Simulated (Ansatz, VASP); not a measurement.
# Two plane-wave programs on Ru

File INCAR:

```
SYSTEM = Ru
ALGO = Normal
EDIFF = 1E-6
ENCUT = 560
GGA = PE
GGA_COMPAT = .False.
ISIF = 2
ISMEAR = 0
LASPH = .True.
LCHARG = .False.
LREAL = .False.
LWAVE = .False.
NBANDS = 14
NELM = 120
PREC = Accurate
SIGMA = 0.1
```

Contents of KPOINTS:

```
k-points
0
Gamma
  9 9 8
  0 0 0
```

POSCAR

```
Ru
1.0
    2.5723315739      0.0000000000      0.0000000000
   -1.2861657869      2.2277044899      0.0000000000
    0.0000000000      0.0000000000      2.4035223143
Ru
1
Direct
    0.0000000000      0.0000000000      0.0000000000
```

Input for Ansatz:

```yaml
crystal:
  lattice:
    - [2.5723315739, 0.0, 0.0]
    - [-1.2861657869, 2.2277044899, 0.0]
    - [0.0, 0.0, 2.4035223143]
  atoms:
    - { symbol: Ru, position: [0.0, 0.0, 0.0] }
basis:
  ecutwfc: 420
kpoints:
  mp_grid: { grid: [9, 9, 8] }
hamiltonian:
  xc: pbe
scf:
  occupations: { method: gaussian, width: 0.1 }
  lower_state_search: "off"
output:
  forces: true
  stress: true
  eigenvalues: true
```

Alike in both runs: task single point; functional PBE; k mesh 9 × 9 × 8; occupations gaussian, width 0.1 eV; no spin polarisation.

|  | VASP | Ansatz |
| --- | --- | --- |
| version | VASP 6.6.1 | Ansatz 0.2.0 |
| potentials or method | VASP PAW PBE potentials, release 64 (Ru_sv), cutoff 560 eV | scalar-relativistic, plane waves, PAW |
| valence electrons in the cell | 16 | 16 |

```csv
,VASP,Ansatz,Ansatz less VASP
gap on the k mesh at the Fermi level (eV),none,none,-
pressure (GPa),25.7,26.2,+0.43
"traceless stress, the component that is largest in VASP (GPa)",-1.52,-1.53,-0.014
```

A gap of «none» marks a metal or a gap that the smearing closes.
